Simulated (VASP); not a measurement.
Input of a VASP 6.6.1 run:

The input INCAR:

```
PREC = Accurate
ENCUT = 400
EDIFF = 1E-8
ISMEAR = -1
SIGMA = 0.08
LREAL = F
LASPH = T
NELM = 120
ALGO = Normal
ISIF = 2
LWAVE = F
LCHARG = F
GGA = PS
LEFG = T
NBANDS = 8
GGA_COMPAT = F
```

KPOINTS

```
regular mesh
0
Gamma
  10 10 9
```

POSCAR

```
P
1.0
    4.3567085816      0.0000000000      0.0000000000
    0.0000000000      4.3567085816      0.0000000000
    0.0000000000      0.0000000000      4.4638649366
P
1
Direct
    0.0000000000      0.0000000000      0.0000000000
```

Potentials or basis: VASP PAW PBE potentials, release 64 (P).

Run with:

```bash
$ cat potpaw_PBE.64/P/POTCAR > POTCAR
$ mpirun -np 1 vasp_std > vasp.out
```

(1) Predict the band gap on the k mesh.

(2) Predict the pressure.

Results:

(1) zero (an odd number of electrons rules out a gap without spin polarisation).

(2) -3.3 GPa.

Caveat: the cell stands under tension; without QUAD_EFG the Cq values of the log hold for a quadrupole moment of 1 mb, not for the nuclei; the PAW data sets were made with another functional, which shifts forces and pressure a little.
